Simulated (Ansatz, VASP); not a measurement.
## ZrO2 in VASP and in Ansatz

The input INCAR:

```
ALGO = Normal
EDIFF = 1E-6
ENCUT = 600
GGA = PE
GGA_COMPAT = F
ISIF = 2
ISMEAR = -1
LASPH = T
LCHARG = F
LREAL = F
LWAVE = F
NBANDS = 19
NELM = 120
PREC = Accurate
SIGMA = 0.02
```

KPOINTS

```
k-points
0
Gamma
  6 6 6
```

File POSCAR:

```
ZrO2
1.0
    0.0000000000      2.5519000000      2.5350000000
    2.5519000000      0.0000000000      2.5350000000
    2.5519000000      2.5519000000      0.0000000000
Zr O
1 2
Direct
    0.0000000000      0.0000000000      0.0000000000
    0.2500000000      0.2500000000      0.2500000000
    0.7500000000      0.7500000000      0.7500000000
```

Input for Ansatz:

```yaml
crystal:
  lattice:
    - [0.0, 2.5519, 2.535]
    - [2.5519, 0.0, 2.535]
    - [2.5519, 2.5519, 0.0]
  atoms:
    - { symbol: Zr, position: [0.0, 0.0, 0.0] }
    - { symbol: O, position: [0.25, 0.25, 0.25] }
    - { symbol: O, position: [0.75, 0.75, 0.75] }
basis:
  ecutwfc: 510.0
kpoints:
  mp_grid:
    grid: [6, 6, 6]
hamiltonian:
  xc: pbe
scf:
  occupations:
    method: fermi_dirac
    width: 0.02
output:
  stress: true
```

Alike in both runs: task single point; functional PBE; k mesh 6 × 6 × 6; occupations fermi-dirac, width 0.02 eV; no spin polarisation.

|  | VASP | Ansatz |
| --- | --- | --- |
| version | VASP 6.6.1 | Ansatz 0.2.0 |
| potentials or method | VASP PAW PBE potentials, release 64 (Zr_sv, O), cutoff 600 eV | plane waves, PAW |
| valence electrons in the cell | 24 | 24 |

Ansatz gave:

```
pressure (GPa)                                                : 3.3
traceless stress, the component that is largest in VASP (GPa) : 1.92
```

Question: What did VASP give for the same quantities?

Answer: Pressure (GPa): 3.4; traceless stress, the component that is largest in VASP (GPa): 1.92.
